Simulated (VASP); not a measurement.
Input of a VASP 6.6.1 run:

Contents of INCAR:

```
PREC = Accurate
ENCUT = 600
EDIFF = 1E-7
ISMEAR = 0
SIGMA = 0.01
LREAL = F
LASPH = T
NELM = 80
ALGO = Normal
ISIF = 3
LWAVE = F
LCHARG = F
GGA = PE
IBRION = 2
NSW = 100
EDIFFG = -0.01
```

Contents of KPOINTS:

```
Automatic mesh
0
Gamma
  8 8 6
```

The input POSCAR:

```
SnSe2
1.0
    5.2704099920      0.0000000000      0.0000000000
    0.0000000000      5.2704099920      0.0000000000
    0.0000000000      0.0000000000      5.7046009042
Sn Se
1 2
Direct
    0.0000000000      0.0000000000      0.0000000000
    0.0000000000      0.5000000000      0.0000000000
    0.5000000000      0.0000000000      0.0000000000
```

Potentials or basis: VASP PAW PBE potentials, release 64 (Sn_d, Se).

Run with:

```console
$ cat potpaw_PBE.64/Sn_d/POTCAR potpaw_PBE.64/Se/POTCAR > POTCAR
$ mpirun -np 1 vasp_std > vasp.out
```

Question: Estimate the band gap on the k mesh.

Answer: Zero (bands 13 and 14 overlap by 1.03 eV).

Question: Estimate the relaxed cell.

Answer: a = 5.267 Å, b = 5.267 Å, c = 6.002 Å, α = 90.00°, β = 90.00°, γ = 90.00°.

Step by step:
```tsv
step	energy change (eV)	largest force (eV/Å)	pressure (GPa)	volume (Å³)
1	0.0000	0.0000	-0.04	158.46
2	-0.0001	0.0000	0.06	158.15
3	-0.0001	0.0000	0.03	158.23
4	-0.0002	0.0000	0.03	158.41
5	-0.0004	0.0000	0.03	158.95
6	-0.0007	0.0000	0.03	160.03
7	-0.0013	0.0000	0.01	162.19
8	-0.0021	0.0000	-0.01	166.52
```

Caveat: the relaxation moved the vacuum too, so the length across it says nothing of the material; spin-orbit coupling is left out, which moves the levels of the heavy elements.
